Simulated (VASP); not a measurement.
# W13C12 in VASP: single point with r2SCAN

Aim: the single point of W13C12 with r2SCAN.

Everything below comes from runs of VASP 6.6.1. Logs are shortened: lines on timing, memory, paths and dates and some standing lists are left out, and cuts for length are marked.

### 1 The cell of the first run

The cell holds a slab with vacuum, 25 atoms: a = 5.797 Å, b = 5.797 Å, c = 19.072 Å, α = 90.00°, β = 90.00°, γ = 120.00°.

### 2 Single point, r2SCAN

The input, POSCAR:

```
W13C12
1.0
    5.7968000000      0.0000000000      0.0000000000
   -2.8984000000      5.0201760000      0.0000000000
    0.0000000000      0.0000000000     19.0720000000
W C
13 12
Direct
    0.0000000000      0.0000000000      0.0524329000
    0.0001504732     -0.0001176423      0.2011658190
   -0.0008435415      0.0008221197      0.3527147725
    0.0000000000      0.5000000000      0.0524329000
    0.0001527519      0.5002674677      0.2011618236
   -0.0008351948      0.4983415716      0.3526870781
    0.5000000000      0.0000000000      0.0524329000
    0.4998259125     -0.0000884431      0.2012003759
    0.5019420234      0.0009656657      0.3529492501
    0.5000000000      0.5000000000      0.0524329000
    0.5000103283      0.5000032307      0.1997241573
    0.5001184918      0.5000561082      0.3445411343
    0.4997798995      0.4998501038      0.4764175264
    0.3333333000      0.1666667000      0.1265940000
    0.3328510342      0.1654271082      0.2726992969
    0.3397205999      0.1804477243      0.4202001511
    0.3333333000      0.6666667000      0.1265940000
    0.3328536019      0.6674307529      0.2727060645
    0.3396680007      0.6592264385      0.4202092907
    0.8333333000      0.1666667000      0.1265940000
    0.8337415176      0.1668963635      0.2751102746
    0.8321789083      0.1659791659      0.4128628203
    0.8333333000      0.6666667000      0.1265940000
    0.8348326611      0.6674197039      0.2727438780
    0.8199130982      0.6599076571      0.4203263624
```

The input, INCAR.step1:

```
SYSTEM = W13C12
ALGO = Normal ; EDIFF = 1E-4
ENCUT = 520 ; GGA = PE
ISMEAR = -1 ; LASPH = .TRUE.
LCHARG = .FALSE. ; LREAL = Auto
LWAVE = .TRUE. ; NBANDS = 133
NELM = 80 ; PREC = Accurate
SIGMA = 0.05
```

The input, INCAR.step2:

```
SYSTEM = W13C12
ALGO = Normal ; EDIFF = 1E-6
ENCUT = 520 ; ISIF = 2
ISMEAR = -1 ; ISTART = 1
LASPH = .TRUE. ; LCHARG = .FALSE.
LMIXTAU = .TRUE. ; LREAL = Auto
LWAVE = .FALSE. ; METAGGA = R2SCAN
NBANDS = 133 ; NELM = 80
PREC = Accurate ; SIGMA = 0.05
```

The input, KPOINTS:

```
k-points
0
G
  2 2 1
  0 0 0
```

Potentials or basis: VASP PAW PBE potentials, release 64 (W_sv, C).

On the command line:

```
$ cat potpaw_PBE.64/W_sv/POTCAR potpaw_PBE.64/C/POTCAR > POTCAR
$ cp INCAR.step1 INCAR
$ mpirun -np 1 vasp_std > vasp.out
$ cp INCAR.step2 INCAR
$ mpirun -np 1 vasp_std > vasp.out
```

OUTCAR:

```text
SYSTEM = W13C12
   EDIFF = 1E-6
   ENCUT = 520
   ISIF = 2
   ISMEAR = -1
   ISTART = 1
   LASPH = .TRUE.
   LREAL = Auto
   METAGGA = R2SCAN
   NELM = 80
   PREC = Accurate

 ion  position               nearest neighbor table
   1  0.000  0.000  0.052-  23 2.19  14 2.19  20 2.19   2 2.84  10 2.90   4 2.90   4 2.90  10 2.90
                             7 2.90   7 2.90
   2  0.000  1.000  0.201-  24 2.16  15 2.16  21 2.19  14 2.20  23 2.20  20 2.20   1 2.84   3 2.89
                             5 2.90   8 2.90  11 2.90  11 2.90   8 2.90   5 2.90
   3  0.999  0.001  0.353-  22 2.02  16 2.14  25 2.14  21 2.23  24 2.26  15 2.27   9 2.88   6 2.88
                             2 2.89  12 2.90  12 2.90   6 2.91   9 2.91
   4  0.000  0.500  0.052-  20 2.19  17 2.19  23 2.19   5 2.84   7 2.90   1 2.90   1 2.90   7 2.90
                            10 2.90  10 2.90
   5  0.000  0.500  0.201-  24 2.16  18 2.16  21 2.19  17 2.20  23 2.20  20 2.20   4 2.84   6 2.89
                             2 2.90   8 2.90  11 2.90  11 2.90   8 2.90   2 2.90
   6  0.999  0.498  0.353-  22 2.03  19 2.14  25 2.14  21 2.23  24 2.26  18 2.27   9 2.88   3 2.88
                             5 2.89  12 2.90  12 2.90   3 2.91   9 2.91
   7  0.500  0.000  0.052-  17 2.19  20 2.19  14 2.19   8 2.84  10 2.90   4 2.90  10 2.90   4 2.90
                             1 2.90   1 2.90
   8  0.500  1.000  0.201-  15 2.16  18 2.16  21 2.19  17 2.20  14 2.20  20 2.20   7 2.84   9 2.89
                             5 2.90   2 2.90  11 2.90  11 2.90   2 2.90   5 2.90
   9  0.502  0.001  0.353-  22 2.01  16 2.14  19 2.14  21 2.23  18 2.27  15 2.27   3 2.88   6 2.88
                             8 2.89  12 2.90  12 2.90   6 2.91   3 2.91
  10  0.500  0.500  0.052-  14 2.19  23 2.19  17 2.19  11 2.81   1 2.90   7 2.90   7 2.90   1 2.90
                             4 2.90   4 2.90
  11  0.500  0.500  0.200-  23 2.18  14 2.18  17 2.18  15 2.18  18 2.18  24 2.18  12 2.76  10 2.81
                             5 2.90   2 2.90   8 2.90   8 2.90   2 2.90   5 2.90
  12  0.500  0.500  0.345-  16 2.16  19 2.16  25 2.16  24 2.17  18 2.17  15 2.17  13 2.52  11 2.76
                             6 2.90   3 2.90   9 2.90   9 2.90   6 2.90   3 2.90
  13  0.500  0.500  0.476-  16 1.93  19 1.93  25 1.93  12 2.52
  14  0.333  0.167  0.127-  11 2.18  10 2.19   1 2.19   7 2.19   2 2.20   8 2.20
  15  0.333  0.165  0.273-   8 2.16   2 2.16  12 2.17  11 2.18   3 2.27   9 2.27
  16  0.340  0.180  0.420-  13 1.93   3 2.14   9 2.14  12 2.16
  17  0.333  0.667  0.127-  11 2.18   7 2.19   4 2.19  10 2.19   5 2.20   8 2.20
  18  0.333  0.667  0.273-   8 2.16   5 2.16  12 2.17  11 2.18   6 2.27   9 2.27
  19  0.340  0.659  0.420-  13 1.93   6 2.14   9 2.14  12 2.16
  20  0.833  0.167  0.127-   4 2.19   7 2.19   1 2.19   5 2.20   2 2.20   8 2.20
  21  0.834  0.167  0.275-   5 2.19   2 2.19   8 2.19   6 2.23   3 2.23   9 2.23
  22  0.832  0.166  0.413-   9 2.01   3 2.02   6 2.03
  23  0.833  0.667  0.127-  11 2.18   1 2.19  10 2.19   4 2.19   5 2.20   2 2.20
  24  0.835  0.667  0.273-   2 2.16   5 2.16  12 2.17  11 2.18   6 2.26   3 2.26
  25  0.820  0.660  0.420-  13 1.93   6 2.14   3 2.14  12 2.16

  LATTYP: Found a hexagonal cell.
 ALAT       =     5.7968000000
 C/A-ratio  =     3.2900910847

  Lattice vectors:

 A1 = (   5.7968000000,   0.0000000000,   0.0000000000)
[... 172 lines left out ...]
   IMIX   =      4    mixing-type and parameters
     AMIX     =   0.40;   BMIX     =  1.00
     AMIX_MAG =   1.60;   BMIX_MAG =  1.00
  volume/ion in A,a.u.               =      22.20       149.82
  Fermi-wavevector in a.u.,A,eV,Ry     =   1.220533  2.306473 20.268618  1.489701
  Thomas-Fermi vector in A             =   2.355747
   LORBIT       =      0    0 simple, 1 ext, 2 COOP (PROOUT), +10 PAW based schemes
   METAGGA = R2SCAN    functional components
   LHFCALC =     F    Hartree Fock is set to
   AEXX    =    0.0000 exact exchange contribution
   IVDW    =     0    specifies the selected vdW correction
   LEPSILON=     F    determine dielectric tensor
   LRPA    =     F    only Hartree local field effects (RPA)
 non-spin polarized calculation
  energy-cutoff  :      520.00
  volume of cell :      555.01
 maximum number of plane-waves:     14963
 NGX is ok and might be reduce to    48
   NGX = 21   NGY = 21   NGZ = 71

 number of electron     229.9999986 magnetization

 Free energy of the ion-electron system (eV)
  ---------------------------------------------------
  ext. energy  EPLUGINS =         0.00000000
  ---------------------------------------------------
  free energy    TOTEN  =      -773.37051996 eV

  energy without entropy =     -773.27762716  energy(sigma->0) =     -773.32407356

 E-fermi :   3.3740     XC(G=0):  -8.2804

 val. band max:        3.3738278327   @ k =   0.5000   0.5000   0.0000
 cond. band min:       3.3764127439   @ k =   0.0000   0.5000   0.0000
 fundamental gap:      0.0025849112
 Fermi energy:         3.3740259461

 k-point     1 :       0.0000    0.0000    0.0000
  band No.  band energies     occupation
      1     -73.0219      2.00000
      2     -72.9021      2.00000
      3     -72.8796      2.00000
      4     -72.8405      2.00000
      5     -72.8402      2.00000
      6     -72.8292      2.00000
[... 509 lines left out ...]
    126       4.7814      0.00000
    127       4.8594      0.00000
 [bands above 127 left out]

------------------------ aborting loop because EDIFF is reached ----------------------------------------

  FORCE on cell =-STRESS in cart. coord.  units (eV):
  Direction    XX          YY          ZZ          XY          YZ          ZX
  --------------------------------------------------------------------------------------
  -------------------------------------------------------------------------------------
  Total        0.9725238      0.9347467     -2.9731054      0.0266209     -0.0304670     -0.0475125
  in kB        2.8074195      2.6983671     -8.5825708      0.0768476     -0.0879502     -0.1371562
  external PRESSURE =      -1.0255947 kB  Pullay stress =       0.0000000 kB

 VOLUME and BASIS-vectors are now :
 -----------------------------------------------------------------------------
  energy-cutoff  :      520.00
  volume of cell :      555.01
      direct lattice vectors                 reciprocal lattice vectors
     5.796800000  0.000000000  0.000000000     0.172508970  0.099598102  0.000000000
    -2.898400000  5.020176000  0.000000000     0.000000000  0.199196203  0.000000000
     0.000000000  0.000000000 19.072000000     0.000000000  0.000000000  0.052432886

 POSITION                                       TOTAL-FORCE (eV/Angst)
 -----------------------------------------------------------------------------------
      0.00000      0.00000      1.00000         0.005094      0.003793      0.941336
     -2.89719      5.01959      3.83663        -0.003195      0.007523     -0.006224
      5.78953      0.00413      6.72698         0.031738     -0.008625     -0.003701
     -1.44920      2.51009      1.00000         0.005349      0.002171      0.939313
     -1.44909      2.51143      3.83656         0.004677     -0.006519     -0.005962
      4.34757      2.50176      6.72645         0.008261      0.029623      0.000025
[... 17 lines left out ...]
      2.90491      3.35056      5.20177        -0.001156     -0.000566      0.020419
      2.84020      3.31285      8.01646         0.066491      0.038832      0.006794
 -----------------------------------------------------------------------------------
    total drift:                                0.000713      0.002817      0.044349

  FREE ENERGIE OF THE ION-ELECTRON SYSTEM (eV)
  ---------------------------------------------------
  free  energy   TOTEN  =      -773.3705199581 eV

  energy  without entropy=     -773.2776271550  energy(sigma->0) =     -773.32407356
```

Wall time 86 min (1 thread of AMD EPYC 7R43 (Zen 3), shared host); peak memory 0.78 GiB.

What came out:

```
Free energy            : -773.3705 eV
Largest force          : 1.040 eV/Å
Band gap on the k mesh : zero (bands 115 and 116 overlap by 0.13 eV)
```

Forces in eV/Å, atoms in the order of the input:
```
W    0.005  0.004  0.941
W   -0.003  0.008 -0.006
W    0.032 -0.009 -0.004
W    0.005  0.002  0.939
W    0.005 -0.007 -0.006
W    0.008  0.030  0.000
W   -0.003 -0.001  0.958
W    0.005  0.003 -0.009
W   -0.049 -0.028 -0.028
W   -0.004 -0.003  0.788
W    0.007  0.005  0.004
W   -0.005 -0.003 -0.089
W   -0.007 -0.004  0.246
C    0.003 -0.249 -1.009
C   -0.002 -0.011  0.023
C    0.008 -0.089  0.035
C   -0.214  0.127 -1.009
C   -0.010  0.003  0.023
C   -0.071  0.052  0.033
C    0.002  0.001 -0.959
C   -0.003 -0.002 -0.013
C    0.013  0.010  0.126
C    0.213  0.123 -1.010
C   -0.001 -0.001  0.020
C    0.066  0.039  0.007
```

Caveat: the k points lie up to 0.63 Å⁻¹ apart; the PAW data sets were made with another functional, which shifts forces and pressure a little; spin-orbit coupling is left out, which moves the levels of the heavy elements.
